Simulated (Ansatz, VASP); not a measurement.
AlN in VASP and in Ansatz

POSCAR

```
AlN
1.0
    3.1130000000      0.0000000000      0.0000000000
   -1.5565000000      2.6959370820      0.0000000000
    0.0000000000      0.0000000000      4.9810000000
Al N
2 2
Direct
    0.6666666667      0.3333333333      0.5000000000
    0.3333333333      0.6666666667      0.0000000000
    0.6666666667      0.3333333333      0.8800000000
    0.3333333333      0.6666666667      0.3800000000
```

File INCAR.step1:

```
PREC = Accurate
ENCUT = 520
EDIFF = 1E-5
ISMEAR = -1
SIGMA = 0.05
LREAL = False
LASPH = True
NELM = 100
ALGO = Normal
ISIF = 2
LWAVE = True
LCHARG = False
NBANDS = 16
GGA = PE
```

Contents of INCAR.step2:

```
PREC = Accurate
ENCUT = 520
EDIFF = 1E-6
ISMEAR = -1
SIGMA = 0.05
LREAL = False
LASPH = True
NELM = 100
ALGO = Normal
ISIF = 2
LWAVE = False
LCHARG = False
GGA = PE
LHFCALC = True
HFSCREEN = 0.2079
PRECFOCK = Normal
NBANDS = 16
ISTART = 1
```

KPOINTS

```
regular mesh
0
Gamma
  5 5 3
```

File input.yaml:

```yaml
crystal:
  lattice:
    - [3.113, 0.0, 0.0]
    - [-1.5565, 2.695937082, 0.0]
    - [0.0, 0.0, 4.981]
  atoms:
    - { symbol: Al, position: [0.6666666667, 0.3333333333, 0.5] }
    - { symbol: Al, position: [0.3333333333, 0.6666666667, 0.0] }
    - { symbol: "N", position: [0.6666666667, 0.3333333333, 0.88] }
    - { symbol: "N", position: [0.3333333333, 0.6666666667, 0.38] }
hamiltonian:
  xc: hse06
  pseudopotentials: { kind: paw }
kpoints:
  mp_grid: { grid: [5, 5, 3] }
  band_path:
    path:
      - [[0.0, 0.0, 0.0], [0.5, 0.0, 0.0], [0.3333333333, 0.3333333333, 0.0], [0.0, 0.0, 0.0], [0.0, 0.0, 0.5], [0.5, 0.0, 0.5], [0.3333333333, 0.3333333333, 0.5], [0.0, 0.0, 0.5]]
      - [[0.5, 0.0, 0.5], [0.5, 0.0, 0.0]]
      - [[0.3333333333, 0.3333333333, 0.0], [0.3333333333, 0.3333333333, 0.5]]
    npoints: 4
scf:
  occupations: { method: fermi_dirac, width: 0.05 }
  n_extra_bands: 10
output:
  forces: true
  stress: true
  eigenvalues: true
  fatbands: false
  write_density: true
  write_potential: true
  elf: true
  volumetric_format: npy
```

Alike in both runs: functional HSE06; k mesh 5 × 5 × 3; occupations fermi-dirac, width 0.05 eV; no spin polarisation.

|  | VASP | Ansatz |
| --- | --- | --- |
| version | VASP 6.6.1 | Ansatz 0.2.0 |
| potentials or method | VASP PAW PBE potentials, release 64 (Al, N) | Ansatz PAW |
| plane-wave cutoff (eV) | 520 | 420 |
| valence electrons in the cell | 16 | 16 |
| task | single point | band structure |

|  | VASP | Ansatz | Ansatz less VASP |
| --- | --- | --- | --- |
| gap on the k mesh at the Fermi level (eV) | 5.58 | 5.58 | +0.006 |
| least direct gap on the mesh (eV) | 5.58 | 5.58 | +0.006 |
| pressure (GPa) | -1.7 | -1.6 | +0.16 |
| traceless stress, the component that is largest in VASP (GPa) | 1.05 | 0.95 | -0.101 |
| rms of the force components (eV/Å) | 0.075 | 0.077 | +0.0017 |

Atom by atom the forces differ by 0.002 eV/Å (rms over components).

The k mesh is coarse, so the values compare programs but aren't converged.
